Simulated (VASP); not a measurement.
# TiH (I4mm) in VASP: further runs

The runs below take TiH through single point, with LDA.

Program: VASP 6.6.1. These are calculated values, not measurements. Logs are shortened: lines on timing, memory, paths and dates and some standing lists are left out, and cuts for length are marked.

**1. The cell of the first run**

Symmetry: I4mm, No. 107, tetragonal system. Conventional cell: a = 2.901 Å, b = 2.901 Å, c = 3.816 Å, α = 90.00°, β = 90.00°, γ = 90.00°. Ti (site symmetry 4mm) has 6 H at 1.80 to 2.05 Å within 2.4 Å. H (site symmetry 4mm) has 6 Ti at 1.80 to 2.05 Å within 2.4 Å.

**2. Single point, LDA (atoms displaced along a vibrational mode, the cell strained)**

INCAR reads:

```
  PREC = Accurate
  ENCUT = 520
  EDIFF = 1E-6
  ISMEAR = 0
  SIGMA = 0.15
  LREAL = F
  LASPH = T
  NELM = 80
  ALGO = Normal
  ISIF = 2
  LWAVE = F
  LCHARG = T
  LELF = T
  LVHAR = T
  NBANDS = 14
```

KPOINTS reads:

```
regular mesh
0
Gamma
  18 18 18
```

POSCAR reads:

```
TiH
1.0
    0.0000000000      2.0516219871      2.0516219871
    1.9080084480      0.0000000000      2.0516219871
    1.9080084480      2.0516219871      0.0000000000
Ti H
1 1
Direct
   -0.0005727448      0.0005727448      0.0005727448
    0.5271979928      0.4728020072      0.4728020072
```

Potentials or basis: VASP PAW LDA potentials, release 64 (Ti_sv, H).

Started as:

```sh
$ cat potpaw_LDA.64/Ti_sv/POTCAR potpaw_LDA.64/H/POTCAR > POTCAR
$ mpirun -np 1 vasp_std > vasp.out
```

OUTCAR:

```text
PREC = Accurate
   ENCUT = 520
   EDIFF = 1E-6
   ISMEAR = 0
   LREAL = F
   LASPH = T
   NELM = 80
   ISIF = 2

 ion  position               nearest neighbor table
   1  0.999  0.001  0.001-   2 1.80
   2  0.527  0.473  0.473-   1 1.80

  LATTYP: Found a body centered tetragonal cell.
 ALAT       =     2.9014316390
 C/A-ratio  =     1.3152186130

  Lattice vectors:

 A1 = (  -1.9080084480,   0.0000000000,  -2.0516219871)
 A2 = (  -1.9080084480,   0.0000000000,   2.0516219871)
 A3 = (   1.9080084480,   2.0516219871,   0.0000000000)

Analysis of symmetry for initial positions (statically):
=====================================================================
 Subroutine PRICEL returns:
 Original cell was already a primitive cell.

 Routine SETGRP: Setting up the symmetry group for a
 body centered tetragonal supercell.

 Subroutine GETGRP returns: Found  8 space group operations
 (whereof  8 operations were pure point group operations)
 out of a pool of 16 trial point group operations.

The static configuration has the point symmetry C_4v.

Analysis of symmetry for dynamics (positions and initial velocities):
=====================================================================
 Subroutine PRICEL returns:
 Original cell was already a primitive cell.

 Routine SETGRP: Setting up the symmetry group for a
 body centered tetragonal supercell.

 Subroutine GETGRP returns: Found  8 space group operations
 (whereof  8 operations were pure point group operations)
 out of a pool of 16 trial point group operations.

The dynamic configuration has the point symmetry C_4v.

 Subroutine INISYM returns: Found  8 space group operations
 (whereof  8 operations are pure point group operations),
 and found     1 'primitive' translations

----------------------------------------------------------------------------------------

                                     Primitive cell

  volume of cell :      16.0622

  direct lattice vectors                    reciprocal lattice vectors
     0.000000000  2.051621987  2.051621987    -0.262053347  0.243709613  0.243709613
     1.908008448  0.000000000  2.051621987     0.262053347 -0.243709613  0.243709613
     1.908008448  2.051621987  0.000000000     0.262053347  0.243709613 -0.243709613

  length of vectors
     2.901431639  2.801722509  2.801722509     0.432967328  0.432967328  0.432967328

  position of ions in fractional coordinates (direct lattice)
     0.999427255  0.000572745  0.000572745
     0.527197993  0.472802007  0.472802007

  ion indices of the primitive-cell ions
   primitive index   ion index
                 1           1
                 2           2

----------------------------------------------------------------------------------------

 KPOINTS: regular mesh

Automatic generation of k-mesh.
 Grid dimensions read from file:
 generate k-points for:   18   18   18

 Generating k-lattice:

  Cartesian coordinates                     Fractional coordinates (reciprocal lattice)
    -0.014558519  0.013539423  0.013539423     0.055555556  0.000000000  0.000000000
     0.014558519 -0.013539423  0.013539423     0.000000000  0.055555556  0.000000000
     0.014558519  0.013539423 -0.013539423     0.000000000  0.000000000  0.055555556

  Length of vectors
     0.024053740  0.024053740  0.024053740

  Shift w.r.t. Gamma in fractional coordinates (k-lattice)
     0.000000000  0.000000000  0.000000000

 Subroutine IBZKPT returns following result:
 ===========================================

 Found    480 irreducible k-points:

 Following reciprocal coordinates:
            Coordinates               Weight
  0.000000  0.000000  0.000000      1.000000
  0.055556 -0.000000 -0.000000      8.000000
  0.111111 -0.000000 -0.000000      8.000000
  0.166667  0.000000  0.000000      8.000000
  0.222222  0.000000  0.000000      8.000000
  0.277778 -0.000000 -0.000000      8.000000
[... 16 lines left out ...]
 -0.277778  0.055556  0.000000     16.000000
 -0.222222  0.055556  0.000000     16.000000
 [... further k-points ...]
   k-points           NKPTS =    480   k-points in BZ     NKDIM =    480   number of bands    NBANDS=     14
   number of dos      NEDOS =    301   number of ions     NIONS =      2
   total plane-waves  NPLWV =  13824
   dimension x,y,z NGX =    24 NGY =   24 NGZ =   24
   dimension x,y,z NGXF=    48 NGYF=   48 NGZF=   48
   ions per type =               1   1
   NGX,Y,Z   is equivalent  to a cutoff of  13.75, 14.24, 14.24 a.u.
   NGXF,Y,Z  is equivalent  to a cutoff of  27.50, 28.48, 28.48 a.u.
 SYSTEM =  unknown system
   PREC   = accura    normal or accurate (medium, high low for compatibility)
   ISTART =      0    job   : 0-new  1-cont  2-samecut
   ICHARG =      2    charge: 1-file 2-atom 10-const
   ISPIN  =      1    spin polarized calculation?
   LNONCOLLINEAR =      F non collinear calculations
   LSORBIT =      F    spin-orbit coupling
   LASPH  =      T    aspherical Exc in radial PAW
   ENCUT  =  520.0 eV  38.22 Ry    6.18 a.u.   5.39  5.21  5.21*2*pi/ulx,y,z
   NELM   =     80;   NELMIN=  2; NELMDL= -5     # of ELM steps
   EDIFF  = 0.1E-05   stopping-criterion for ELM
   LREAL  =      F    real-space projection
   EDIFFG = 0.1E-04   stopping-criterion for IOM
   NSW    =      0    number of steps for IOM
   IBRION =     -1    ionic relax: 0-MD 1-quasi-New 2-CG
   NFREE  =      0    steps in history (QN), initial steepest desc. (CG)
   ISIF   =      2    stress and relaxation
   ISYM   =      2    0-nonsym 1-usesym 2-fastsym
   POTIM  = 0.5000    time-step for ionic-motion
   TEBEG  =    0.0;   TEEND  =   0.0 temperature during run
   PSTRESS=    0.0 pullay stress
   NELECT =      13.0000    total number of electrons
   NUPDOWN=      -1.0000    fix difference up-down
   EMIN   =  10.00;   EMAX   =-10.00  energy-range for DOS
   EFERMI =   0.00;   METHOD = LEGACY
   ISMEAR =     0;   SIGMA  =   0.15  broadening in eV -4-tet -1-fermi 0-gaus
   EFERMI_NEDOS =   21; number of points for ismear=-14 and -15
   IALGO  =     38    algorithm
   IMIX   =      4    mixing-type and parameters
     AMIX     =   0.40;   BMIX     =  1.00
     AMIX_MAG =   1.60;   BMIX_MAG =  1.00
  volume/ion in A,a.u.               =       8.03        54.20
  Fermi-wavevector in a.u.,A,eV,Ry     =   1.525648  2.883056 31.668937  2.327601
  Thomas-Fermi vector in A             =   2.633789
   LORBIT       =      0    0 simple, 1 ext, 2 COOP (PROOUT), +10 PAW based schemes
   GGA     = CA    functional components
   LHFCALC =     F    Hartree Fock is set to
   AEXX    =    0.0000 exact exchange contribution
   IVDW    =     0    specifies the selected vdW correction
   LEPSILON=     F    determine dielectric tensor
   LRPA    =     F    only Hartree local field effects (RPA)
 non-spin polarized calculation
 Gauss-broadening in eV      SIGMA  =   0.15
  energy-cutoff  :      520.00
  volume of cell :       16.06
 maximum number of plane-waves:       447
 NGX is ok and might be reduce to    24
   NGX = 11   NGY = 11   NGZ = 11

 number of electron      12.9999999 magnetization

 Free energy of the ion-electron system (eV)
  ---------------------------------------------------
  ext. energy  EPLUGINS =         0.00000000
  ---------------------------------------------------
  free energy    TOTEN  =       -12.81356905 eV

  energy without entropy =      -12.79392899  energy(sigma->0) =      -12.80374902

 E-fermi :   9.9718     XC(G=0): -12.8235

 val. band max:        9.9712914979   @ k =  -0.3889   0.2222   0.1111
 cond. band min:       9.9730847019   @ k =   0.5000   0.0556   0.0556
 fundamental gap:      0.0017932040
 Fermi energy:         9.9717988382

 k-point     1 :       0.0000    0.0000    0.0000
  band No.  band energies     occupation
      1     -45.8351      2.00000
      2     -22.0211      2.00000
      3     -21.9615      2.00000
      4     -21.9615      2.00000
      5       0.0704      2.00000
      6      10.5056      0.00000
      7      10.5056      0.00000
      8      11.1789      0.00000
      9      12.0923      0.00000
     10      12.5836      0.00000
     11      22.1604      0.00000
     12      25.4124      0.00000
     13      26.9340      0.00000
     14      26.9340      0.00000

 k-point     2 :       0.0556   -0.0000   -0.0000
  band No.  band energies     occupation
      1     -45.8294      2.00000
      2     -22.0386      2.00000
      3     -21.9777      2.00000
      4     -21.9664      2.00000
      5       0.1700      2.00000
      6      10.4729      0.00000
      7      10.5441      0.00000
      8      11.1714      0.00000
      9      12.0641      0.00000
     10      12.5360      0.00000
     11      21.7043      0.00000
     12      25.5230      0.00000
     13      27.0613      0.00000
     14      27.2163      0.00000

 k-point     3 :       0.1111   -0.0000   -0.0000
  band No.  band energies     occupation
      1     -45.8130      2.00000
      2     -22.1149      2.00000
      3     -21.9976      2.00000
      4     -21.9804      2.00000
      5       0.4628      2.00000
      6      10.3264      0.00083
      7      10.6312      0.00000
      8      11.1850      0.00000
      9      12.0160      0.00000
     10      12.4254      0.00000
     11      20.7126      0.00000
     12      25.7607      0.00000
     13      27.4211      0.00000
     14      27.7797      0.00000
[... 324 lines left out ...]
 k-point    23 :      -0.2778    0.0556    0.0000
  band No.  band energies     occupation
      1     -45.7073      2.00000
      2     -22.6462      2.00000
      3     -22.0881      2.00000
      4     -22.0351      2.00000
      5       2.6126      2.00000
      6       8.7736      2.00000
      7      10.2760      0.00414
      8      11.0225      0.00000
      9      12.5457      0.00000
     10      13.0943      0.00000
     11      17.9689      0.00000
     12      23.8083      0.00000
     13      28.3986      0.00000
     14      30.6979      0.00000

 k-point    24 :      -0.2222    0.0556    0.0000
  band No.  band energies     occupation
      1     -45.7402      2.00000
      2     -22.4838      2.00000
      3     -22.0603      2.00000
      4     -22.0203      2.00000
      5       1.8714      2.00000
      6       9.3666      2.00000
      7      10.4647      0.00000
      8      11.2056      0.00000
      9      12.2054      0.00000
     10      12.7065      0.00000
     11      18.4319      0.00000
     12      24.9083      0.00000
     13      28.1663      0.00000
     14      29.9664      0.00000

 [... further k-points ...]

------------------------ aborting loop because EDIFF is reached ----------------------------------------

  FORCE on cell =-STRESS in cart. coord.  units (eV):
  Direction    XX          YY          ZZ          XY          YZ          ZX
  --------------------------------------------------------------------------------------
  -------------------------------------------------------------------------------------
  Total        1.5874092      1.2943381      1.2943381      0.0000000      0.0000000      0.0000000
  in kB      158.3414107    129.1080543    129.1080543      0.0000000      0.0000000      0.0000000
  external PRESSURE =     138.8525064 kB  Pullay stress =       0.0000000 kB

 VOLUME and BASIS-vectors are now :
 -----------------------------------------------------------------------------
  energy-cutoff  :      520.00
  volume of cell :       16.06
      direct lattice vectors                 reciprocal lattice vectors
     0.000000000  2.051621987  2.051621987    -0.262053347  0.243709613  0.243709613
     1.908008448  0.000000000  2.051621987     0.262053347 -0.243709613  0.243709613
     1.908008448  2.051621987  0.000000000     0.262053347  0.243709613 -0.243709613

 POSITION                                       TOTAL-FORCE (eV/Angst)
 -----------------------------------------------------------------------------------
      0.00219      2.05162      2.05162        -0.909553      0.000000      0.000000
      1.80422      2.05162      2.05162         0.909553      0.000000      0.000000
 -----------------------------------------------------------------------------------
    total drift:                                0.000063     -0.000000     -0.000000

  FREE ENERGIE OF THE ION-ELECTRON SYSTEM (eV)
  ---------------------------------------------------
  free  energy   TOTEN  =       -12.8135690478 eV

  energy  without entropy=      -12.7939289912  energy(sigma->0) =      -12.80374902
```

Run time: 32 s. Hardware: 1 thread of Intel Xeon 6975P-C (Granite Rapids), shared host; peak memory 0.22 GiB.

Results:

```yaml
Free_energy: -12.8136 eV
Pressure: 13.9 GPa
Largest_force: 0.910 eV/Å
Band_gap_on_the_k_mesh: zero (an odd number of electrons rules out a gap without spin polarisation)
```

Forces in eV/Å, atoms in the order of the input:
```
Ti  -0.910  0.000  0.000
H    0.910  0.000  0.000
```

Caveat: the cell differs from its parent crystal (atoms displaced along a vibrational mode, the cell strained); the cell stands under pressure.

**3. Single point, LDA (atoms displaced along a vibrational mode, the cell strained)**

INCAR reads:

```
PREC = Accurate
ENCUT = 520
EDIFF = 1E-7
ISMEAR = 0
SIGMA = 0.15
LREAL = False
LASPH = True
NELM = 100
ALGO = Normal
ISIF = 2
LWAVE = False
LCHARG = False
GGA = CA
NBANDS = 14
```

KPOINTS is that of step 2.

POSCAR reads:

```
TiH
1.0
    0.0000000000      2.0516219871      2.0516219871
    1.9080084480      0.0000000000      2.0516219871
    1.9080084480      2.0516219871      0.0000000000
Ti H
1 1
Direct
   -0.0009545747      0.0009545747      0.0009545747
    0.5453299880      0.4546700120      0.4546700120
```

Potentials or basis: VASP PAW LDA potentials, release 64 (Ti_sv, H).

Started as:

```sh
$ cat potpaw_LDA.64/Ti_sv/POTCAR potpaw_LDA.64/H/POTCAR > POTCAR
$ mpirun -np 1 vasp_std > vasp.out
```

It took 34 s on 1 thread of Intel Xeon 6975P-C (Granite Rapids), shared host; peak memory 0.22 GiB.

Results (log left out):

* Free energy: -12.7252 eV
* Pressure: 15.5 GPa
* Largest force: 1.609 eV/Å
* Band gap on the k mesh: zero (an odd number of electrons rules out a gap without spin polarisation)

Forces in eV/Å, atoms in the order of the input:
```
Ti  -1.609  0.000  0.000
H    1.609  0.000  0.000
```

Stress tensor (GPa, compression positive):
```
22.53  0.00  0.00
 0.00 11.91  0.00
 0.00  0.00 11.91
```

Levels at points of the mesh, in eV from the Fermi level:
```csv
k point,band 2,band 3,band 4,band 5,band 6,band 7,band 8,band 9,band 10,band 11
"(0.00, 0.00, 0.00)",-31.99,-31.92,-31.92,-9.88,0.53,0.53,1.22,2.13,2.56,12.08
"(0.50, 0.00, 0.00)",-32.95,-32.08,-32.03,-5.00,-3.32,-0.08,0.59,3.65,4.03,8.42
"(0.50, 0.50, 0.00)",-32.80,-32.35,-32.16,-7.44,-2.15,1.84,3.59,4.05,4.47,7.55
"(0.00, 0.50, 0.50)",-32.87,-32.33,-32.33,-7.42,-2.31,3.08,3.78,4.28,4.28,8.77
```

Caveat: the cell differs from its parent crystal (atoms displaced along a vibrational mode, the cell strained); the cell stands under pressure; forces of over 1 eV/Å act on the atoms, so gaps and moduli don't describe the material at rest.

**4. Single point, LDA (atoms displaced along a vibrational mode, the cell strained)**

INCAR reads:

```
SYSTEM = TiH
PREC     = Accurate       ! precision mode
ENCUT    = 520            ! plane-wave cutoff, eV
EDIFF    = 1E-6           ! SCF threshold, eV
ISMEAR   = 0              ! smearing method
SIGMA    = 0.15           ! smearing width, eV
LREAL    = .False.        ! projectors in reciprocal space
LASPH    = .True.         ! aspherical terms in the spheres
NELM     = 100            ! most SCF steps
ALGO     = Normal         ! electronic algorithm
ISIF     = 2              ! what is computed and relaxed
LWAVE    = .False.        ! write WAVECAR
LCHARG   = .True.         ! write CHGCAR
LELF     = .True.         ! ELF
LVHAR    = .True.       
NBANDS   = 14             ! bands
```

KPOINTS reads:

```
Automatic mesh
0
Gamma
  18 18 18
  0 0 0
```

POSCAR reads:

```
TiH
1.0
    0.0000000000      2.0516219871      2.0516219871
    1.9080084480      0.0000000000      2.0516219871
    1.9080084480      2.0516219871      0.0000000000
Ti H
1 1
Direct
   -0.0007636598      0.0007636598      0.0007636598
    0.5362639904      0.4637360096      0.4637360096
```

Started as:

```sh
$ cat potpaw_LDA.64/Ti_sv/POTCAR potpaw_LDA.64/H/POTCAR > POTCAR
$ mpirun -np 1 vasp_std > vasp.out
```

It took 31 s on 1 thread of Intel Xeon 6975P-C (Granite Rapids), shared host; peak memory 0.22 GiB.

It converged, with:

- Free energy: -12.7756 eV
- Pressure: 14.6 GPa
- Largest force: 1.245 eV/Å
- Band gap on the k mesh: zero (an odd number of electrons rules out a gap without spin polarisation)

Forces in eV/Å, atoms in the order of the input:
```
Ti  -1.245  0.000  0.000
H    1.245  0.000  0.000
```

Stress tensor (GPa, compression positive):
```
18.74  0.00  0.00
 0.00 12.46  0.00
 0.00  0.00 12.46
```

Levels at points of the mesh, in eV from the Fermi level:
```
           k point  band 2  band 3  band 4  band 5  band 6  band 7  band 8  band 9  band 10  band 11
(0.00, 0.00, 0.00)  -31.99  -31.93  -31.93   -9.89    0.53    0.53    1.21    2.12     2.59    12.14
(0.50, 0.00, 0.00)  -32.95  -32.09  -32.03   -4.98   -3.35   -0.09    0.59    3.65     4.03     8.45
(0.50, 0.50, 0.00)  -32.81  -32.34  -32.16   -7.45   -2.14    1.83    3.61    4.04     4.47     7.58
(0.00, 0.50, 0.50)  -32.86  -32.33  -32.33   -7.43   -2.32    3.14    3.78    4.27     4.27     8.63
```

Caveat: the cell differs from its parent crystal (atoms displaced along a vibrational mode, the cell strained); the cell stands under pressure; forces of over 1 eV/Å act on the atoms, so gaps and moduli don't describe the material at rest.

**5. Single point, LDA (atoms displaced along a vibrational mode, the cell strained)**

INCAR reads:

```
SYSTEM = TiH
ALGO = Normal
EDIFF = 1E-7
ENCUT = 520
ISIF = 2
ISMEAR = 0
LASPH = .TRUE.
LCHARG = .TRUE.
LELF = .TRUE.
LREAL = .FALSE.
LVHAR = .TRUE.
LWAVE = .FALSE.
NBANDS = 14
NELM = 60
PREC = Accurate
SIGMA = 0.15
```

KPOINTS reads:

```
k-points
0
G
  18 18 18
  0 0 0
```

POSCAR reads:

```
TiH
1.0
    0.0000000000      2.0516219871      2.0516219871
    1.9558112403      0.0000000000      2.0516219871
    1.9558112403      2.0516219871      0.0000000000
Ti H
1 1
Direct
   -0.0005727448      0.0005727448      0.0005727448
    0.5271979928      0.4728020072      0.4728020072
```

Started as:

```sh
$ cat potpaw_LDA.64/Ti_sv/POTCAR potpaw_LDA.64/H/POTCAR > POTCAR
$ mpirun -np 1 vasp_std > vasp.out
```

Run time: 34 s. Hardware: 1 thread of Intel Xeon 6975P-C (Granite Rapids), shared host; peak memory 0.22 GiB.

The run converged. Its results:

```yaml
Free_energy: -12.8469 eV
Pressure: 9.1 GPa
Largest_force: 0.721 eV/Å
Band_gap_on_the_k_mesh: zero (an odd number of electrons rules out a gap without spin polarisation)
```

Forces in eV/Å, atoms in the order of the input:
```
Ti  -0.721  0.000  0.000
H    0.721  0.000  0.000
```

Stress tensor (GPa, compression positive):
```
10.59  0.00  0.00
 0.00  8.29  0.00
 0.00  0.00  8.29
```

Levels at points of the mesh, in eV from the Fermi level:
| k point | band 4 | band 5 | band 6 | band 7 | band 8 | band 9 |
| --- | --- | --- | --- | --- | --- | --- |
| (0.00, 0.00, 0.00) | -32.04 | -9.83 | 0.56 | 0.56 | 1.01 | 2.16 |
| (0.50, 0.00, 0.00) | -32.14 | -5.00 | -3.33 | 0.01 | 0.44 | 3.58 |
| (0.50, 0.50, 0.00) | -32.28 | -7.33 | -2.12 | 1.83 | 3.54 | 3.98 |
| (0.00, 0.50, 0.50) | -32.38 | -7.31 | -2.22 | 2.68 | 3.62 | 4.13 |

Caveat: the cell differs from its parent crystal (atoms displaced along a vibrational mode, the cell strained); the cell stands under pressure.

**6. The runs side by side**

| cell | gap on the mesh (eV) | pressure (GPa) | largest force (eV/Å) |
| --- | --- | --- | --- |
| a = 2.901, b = 2.802, c = 2.802 Å, angles 62.4, 58.8, 58.8°, 2 atoms, atomic positions A | none | 13.9 | 0.91 |
| a = 2.901, b = 2.802, c = 2.802 Å, angles 62.4, 58.8, 58.8°, 2 atoms, atomic positions B | none | 15.5 | 1.61 |
| a = 2.901, b = 2.802, c = 2.802 Å, angles 62.4, 58.8, 58.8°, 2 atoms, atomic positions C | none | 14.6 | 1.25 |
| a = 2.901, b = 2.834, c = 2.834 Å, angles 61.6, 59.2, 59.2°, 2 atoms, atomic positions A | none | 9.1 | 0.72 |

Alike in all rows: task single point; level LDA; potentials or basis VASP PAW LDA potentials, release 64 (Ti_sv, H); no spin polarisation; k mesh 18 × 18 × 18; cutoff (eV) 520; smearing gaussian 0.15 eV.

Caveats: the cell stands under pressure; forces of over 1 eV/Å act on the atoms, so gaps and moduli don't describe the material at rest (at least some runs).

Absolute energies hang on the potentials; compare differences alone.
